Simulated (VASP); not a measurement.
Input of a VASP 6.6.1 run:

POSCAR

```
MgO
1.0
    0.0000000000      2.1381295086      2.1381295086
    2.1381295086      0.0000000000      2.1381295086
    2.1381295086      2.1381295086      0.0000000000
Mg O
1 1
Direct
    0.0000000000      0.0000000000      0.0000000000
    0.5000000000      0.5000000000      0.5000000000
```

File INCAR.step1:

```
ALGO = Normal ; EDIFF = 1E-5
ENCUT = 660 ; GGA = PE
GGA_COMPAT = False ; ISMEAR = -1
LASPH = True ; LCHARG = False
LREAL = False ; LWAVE = True
NBANDS = 15 ; NELM = 120
PREC = Accurate ; SIGMA = 0.05
```

INCAR.step2

```
ALGO = Normal ; EDIFF = 1E-6
ENCUT = 660 ; GGA_COMPAT = False
ISIF = 2 ; ISMEAR = -1
ISTART = 1 ; LASPH = True
LCHARG = True ; LELF = True
LMIXTAU = True ; LREAL = False
LVHAR = True ; LWAVE = False
METAGGA = R2SCAN ; NBANDS = 15
NELM = 120 ; PREC = Accurate
SIGMA = 0.05
```

The input KPOINTS:

```
k-points
0
Gamma
  11 11 11
```

Potentials or basis: VASP PAW PBE potentials, release 64 (Mg_sv, O).

Command:

```sh
$ cat potpaw_PBE.64/Mg_sv/POTCAR potpaw_PBE.64/O/POTCAR > POTCAR
$ cp INCAR.step1 INCAR
$ mpirun -np 1 vasp_std > vasp.out
$ cp INCAR.step2 INCAR
$ mpirun -np 1 vasp_std > vasp.out
```

(1) Predict the band gap on the k mesh.

(2) What does it give for the pressure?

## Answers

(1) 5.21 eV, direct.

(2) -7.8 GPa.

Caveat: the PAW data sets were made with another functional, which shifts forces and pressure a little.
